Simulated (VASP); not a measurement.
# As (Fm-3m) in VASP: further runs, part 3 of 3

VASP 6.6.1. Earlier steps stand in the parts before.

## 6. Single point, RPBE (volume scaled by 1.12)

Input file INCAR:

```
SYSTEM = As
PREC     = Accurate       ! precision mode
ENCUT    = 520            ! plane-wave cutoff, eV
EDIFF    = 1E-6           ! SCF threshold, eV
ISMEAR   = -1             ! smearing method
SIGMA    = 0.1            ! smearing width, eV
LREAL    = .False.        ! projectors in reciprocal space
LASPH    = .True.         ! aspherical terms in the spheres
NELM     = 100            ! most SCF steps
ALGO     = Normal         ! electronic algorithm
ISIF     = 2              ! what is computed and relaxed
LWAVE    = .False.        ! write WAVECAR
LCHARG   = .False.        ! write CHGCAR
GGA      = RP             ! functional
NBANDS   = 8              ! bands
```

Input file KPOINTS:

```
Automatic mesh
0
Gamma
  14 14 14
  0 0 0
```

Input file POSCAR:

```
As
1.0
    0.0000000000      2.2278539371      2.2278539371
    2.2278539371      0.0000000000      2.2278539371
    2.2278539371      2.2278539371      0.0000000000
As
1
Direct
    0.0000000000      0.0000000000      0.0000000000
```

Potentials or basis: VASP PAW PBE potentials, release 64 (As).

On the command line:

```console
$ cat potpaw_PBE.64/As/POTCAR > POTCAR
$ mpirun -np 1 vasp_std > vasp.out
```

OUTCAR:

```text
SYSTEM = As
   PREC = Accurate
   ENCUT = 520
   EDIFF = 1E-6
   ISMEAR = -1
   LREAL = .False.
   LASPH = .True.
   NELM = 100
   ISIF = 2
   GGA = RP

 ion  position               nearest neighbor table
   1  0.000  0.000  0.000-

  LATTYP: Found a face centered cubic cell.
 ALAT       =     4.4557078742

  Lattice vectors:

 A1 = (   0.0000000000,   2.2278539371,   2.2278539371)
 A2 = (   2.2278539371,   0.0000000000,   2.2278539371)
 A3 = (   2.2278539371,   2.2278539371,   0.0000000000)

Analysis of symmetry for initial positions (statically):
=====================================================================
 Subroutine PRICEL returns:
 Original cell was already a primitive cell.

 Routine SETGRP: Setting up the symmetry group for a
 face centered cubic supercell.

 Subroutine GETGRP returns: Found 48 space group operations
 (whereof 48 operations were pure point group operations)
 out of a pool of 48 trial point group operations.

The static configuration has the point symmetry O_h .

Analysis of symmetry for dynamics (positions and initial velocities):
=====================================================================
 Subroutine PRICEL returns:
 Original cell was already a primitive cell.

 Routine SETGRP: Setting up the symmetry group for a
 face centered cubic supercell.

 Subroutine GETGRP returns: Found 48 space group operations
 (whereof 48 operations were pure point group operations)
 out of a pool of 48 trial point group operations.

The dynamic configuration has the point symmetry O_h .

 Subroutine INISYM returns: Found 48 space group operations
 (whereof 48 operations are pure point group operations),
 and found     1 'primitive' translations

----------------------------------------------------------------------------------------

                                     Primitive cell

  volume of cell :      22.1152

[... 100 lines left out ...]
   EFERMI =   0.00;   METHOD = LEGACY
   ISMEAR =    -1;   SIGMA  =   0.10  broadening in eV -4-tet -1-fermi 0-gaus
   EFERMI_NEDOS =   21; number of points for ismear=-14 and -15
   IALGO  =     38    algorithm
   IMIX   =      4    mixing-type and parameters
     AMIX     =   0.40;   BMIX     =  1.00
     AMIX_MAG =   1.60;   BMIX_MAG =  1.00
  volume/ion in A,a.u.               =      22.12       149.24
  Fermi-wavevector in a.u.,A,eV,Ry     =   0.997321  1.884663 13.533013  0.994648
  Thomas-Fermi vector in A             =   2.129469
   LORBIT       =      0    0 simple, 1 ext, 2 COOP (PROOUT), +10 PAW based schemes
   GGA     = RP    functional components
   LHFCALC =     F    Hartree Fock is set to
   AEXX    =    0.0000 exact exchange contribution
   IVDW    =     0    specifies the selected vdW correction
   LEPSILON=     F    determine dielectric tensor
   LRPA    =     F    only Hartree local field effects (RPA)
 non-spin polarized calculation
  energy-cutoff  :      520.00
  volume of cell :       22.12
 maximum number of plane-waves:       610
   NGX = 11   NGY = 11   NGZ = 11

 number of electron       5.0000001 magnetization

 Free energy of the ion-electron system (eV)
  ---------------------------------------------------
  ext. energy  EPLUGINS =         0.00000000
  ---------------------------------------------------
  free energy    TOTEN  =        -3.68469964 eV

  energy without entropy =       -3.65633942  energy(sigma->0) =       -3.67051953

 E-fermi :   5.0990     XC(G=0): -10.0859

 val. band max:        5.0743270086   @ k =   0.2143   0.0000   0.0000
 cond. band min:       5.0998008064   @ k =   0.2857   0.1429   0.0714
 fundamental gap:      0.0254737979
 Fermi energy:         5.0989584311

 k-point     1 :       0.0000    0.0000    0.0000
  band No.  band energies     occupation
      1      -8.8580      2.00000
      2       9.7322      0.00000
      3       9.7322      0.00000
      4       9.7322      0.00000
      5      16.8095      0.00000
      6      16.8095      0.00000
      7      16.8095      0.00000
      8      16.8924      0.00000
[... 243 lines left out ...]
 k-point    24 :       0.2857    0.1429    0.0000
  band No.  band energies     occupation
      1      -7.3802      2.00000
      2       4.5024      1.99488
      3       7.6921      0.00000
      4       7.8215      0.00000
      5      13.9917      0.00000
      6      15.6593      0.00000
      7      18.5914      0.00000
      8      19.3434      0.00000

 [... further k-points ...]
[... 5 lines left out ...]
  --------------------------------------------------------------------------------------
  -------------------------------------------------------------------------------------
  Total       -0.8979620     -0.8979620     -0.8979620      0.0000000     -0.0000000      0.0000000
  in kB      -65.0546596    -65.0546596    -65.0546596      0.0000000     -0.0000000      0.0000000
  external PRESSURE =     -65.0546596 kB  Pullay stress =       0.0000000 kB

 VOLUME and BASIS-vectors are now :
 -----------------------------------------------------------------------------
  energy-cutoff  :      520.00
  volume of cell :       22.12
      direct lattice vectors                 reciprocal lattice vectors
     0.000000000  2.227853937  2.227853937    -0.224431230  0.224431230  0.224431230
     2.227853937  0.000000000  2.227853937     0.224431230 -0.224431230  0.224431230
     2.227853937  2.227853937  0.000000000     0.224431230  0.224431230 -0.224431230

 POSITION                                       TOTAL-FORCE (eV/Angst)
 -----------------------------------------------------------------------------------
      0.00000      0.00000      0.00000         0.000000      0.000000      0.000000
 -----------------------------------------------------------------------------------
    total drift:                               -0.000000      0.000000     -0.000000

  FREE ENERGIE OF THE ION-ELECTRON SYSTEM (eV)
  ---------------------------------------------------
  free  energy   TOTEN  =        -3.6846996437 eV

  energy  without entropy=       -3.6563394186  energy(sigma->0) =       -3.67051953
```

OSZICAR:

```text
N       E                     dE             d eps       ncg     rms          rms(c)
DAV:   1     0.310090060213E+01    0.31009E+01   -0.20661E+03  1664   0.464E+02
DAV:   2    -0.361595344212E+01   -0.67169E+01   -0.64373E+01  2320   0.490E+01
DAV:   3    -0.369201479812E+01   -0.76061E-01   -0.75808E-01  1840   0.557E+00
DAV:   4    -0.369209130406E+01   -0.76506E-04   -0.76506E-04  2616   0.206E-01
DAV:   5    -0.369209131749E+01   -0.13429E-07   -0.13469E-07  1880   0.168E-03    0.154E+00
DAV:   6    -0.368673614461E+01    0.53552E-02   -0.46929E-03  1896   0.358E-01    0.877E-01
DAV:   7    -0.368463661838E+01    0.20995E-02   -0.87547E-03  1856   0.493E-01    0.608E-02
DAV:   8    -0.368469936684E+01   -0.62748E-04   -0.12733E-04  2104   0.846E-02    0.658E-03
DAV:   9    -0.368469964367E+01   -0.27682E-06   -0.12950E-06  2368   0.977E-03
   1 F= -.36846996E+01 E0= -.36705195E+01  d E =-.283602E-01
```

stdout:

```text
POSCAR found type information on POSCAR As
 POSCAR found :  1 types and       1 ions
 scaLAPACK will be used
 -----------------------------------------------------------------------------
|                                                                             |
|                                                                             |
|     You enforced a specific xc type in the INCAR file but a different       |
|     I HOPE YOU KNOW WHAT YOU ARE DOING!                                     |
|                                                                             |
 -----------------------------------------------------------------------------

 LDA part: xc-table for (Slater+PW92), standard interpolation
 POSCAR, INCAR and KPOINTS ok, starting setup
 FFT: planning ... GRIDC
 FFT: planning ... GRID_SOFT
 FFT: planning ... GRID
 WAVECAR not read
 entering main loop
```

Run time: 39 s. Hardware: 1 thread of AMD EPYC 7R13, shared host; peak memory 0.11 GiB.

What came out:

| Quantity | Value |
| --- | --- |
| Free energy | -3.6847 eV |
| Pressure | -6.5 GPa |

Caveat: the PAW data sets were made with another functional, which shifts forces and pressure a little.

## 7. The runs side by side

```csv
cell,gap on the mesh (eV),pressure (GPa)
"a = 2.951 Å, angles 60.0°, 1 atom",none,7.3
"a = 3.034 Å, angles 60.0°, 1 atom",none,-0.1
"a = 3.074 Å, angles 60.0°, 1 atom",none,-2.7
"a = 3.113 Å, angles 60.0°, 1 atom",none,-4.8
"a = 3.151 Å, angles 60.0°, 1 atom",none,-6.5
```

Alike in all rows: task single point; level RPBE; potentials or basis VASP PAW PBE potentials, release 64 (As); no spin polarisation; k mesh 14 × 14 × 14; cutoff (eV) 520; smearing fermi-dirac 0.1 eV.

Caveats: the PAW data sets were made with another functional, which shifts forces and pressure a little.

Absolute energies hang on the potentials; compare differences alone.
